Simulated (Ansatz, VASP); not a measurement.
## One calculation of HfSi3Mo3, two programs

The input INCAR:

```
ALGO = Fast
EDIFF = 1E-6
EDIFFG = -0.01
ENCUT = 600
GGA = PE
IBRION = 2
ISIF = 3
ISMEAR = 0
LASPH = True
LCHARG = False
LREAL = False
LWAVE = False
NELM = 100
NSW = 100
PREC = Accurate
SIGMA = 0.1
```

The input KPOINTS:

```
k-points
0
Gamma
  8 8 8
```

Contents of POSCAR:

```
HfSi3Mo3
1.0
    5.1448147049      0.0000000000      0.0000000000
    0.0000000000      5.1448147049      0.0000000000
    0.0000000000      0.0000000000      5.1448147049
Hf Si Mo
1 3 3
Direct
    0.5000000000      0.5000000000      0.5000000000
    0.5000000000      0.0000000000      0.0000000000
    0.0000000000      0.5000000000      0.0000000000
    0.0000000000      0.0000000000      0.5000000000
    0.5000000000      0.5000000000      0.0000000000
    0.0000000000      0.5000000000      0.5000000000
    0.5000000000      0.0000000000      0.5000000000
```

Input for Ansatz:

```yaml
crystal:
  lattice:
    - [5.1448147049, 0.0, 0.0]
    - [0.0, 5.1448147049, 0.0]
    - [0.0, 0.0, 5.1448147049]
  atoms:
    - { symbol: Hf, position: [0.5, 0.5, 0.5] }
    - { symbol: Si, position: [0.5, 0.0, 0.0] }
    - { symbol: Si, position: [0.0, 0.5, 0.0] }
    - { symbol: Si, position: [0.0, 0.0, 0.5] }
    - { symbol: Mo, position: [0.5, 0.5, 0.0] }
    - { symbol: Mo, position: [0.0, 0.5, 0.5] }
    - { symbol: Mo, position: [0.5, 0.0, 0.5] }
basis:
  ecutwfc: 420
kpoints:
  mp_grid: { grid: [8, 8, 8] }
hamiltonian:
  xc: pbe
scf:
  occupations: { method: gaussian, width: 0.1 }
output:
  forces: true
  stress: true
  eigenvalues: true
  write_density: true
  write_potential: true
  elf: true
  volumetric_format: npy
relax:
  adjacent_minimum: "off"
  f_tol: 0.01
  max_steps: 80
  cell: { stress_tol: 0.05 }
```

Change from the starting cell: species swapped into the La3GaBr3 type (Pm-3m, No. 221).

Alike in both runs: task relaxation of cell and atoms; functional PBE; k mesh 8 × 8 × 8; occupations gaussian, width 0.1 eV; no spin polarisation.

|  | VASP | Ansatz |
| --- | --- | --- |
| version | VASP 6.6.1 | Ansatz 0.2.0 |
| potentials or method | VASP PAW PBE potentials, release 64 (Hf_pv, Si, Mo_sv), cutoff 600 eV | scalar-relativistic, plane waves, PAW |
| valence electrons in the cell | 64 | 80 |

|  | VASP | Ansatz | Ansatz less VASP |
| --- | --- | --- | --- |
| gap on the k mesh at the Fermi level, each at its own relaxed structure (eV) | none | none | - |
| relaxed volume (Å³/atom) | 19.49 | 19.51 | +0.024 |
| relaxed length of the cell vector where the two differ most in proportion (Å) | 5.148 | 5.150 | +0.0021 |

A gap of «none» marks a metal or a gap that the smearing closes. VASP's potentials hold 64 valence electrons a cell and Ansatz's 80, so a difference there can come from the potentials and not from the codes.

Neither program's run includes spin-orbit coupling.
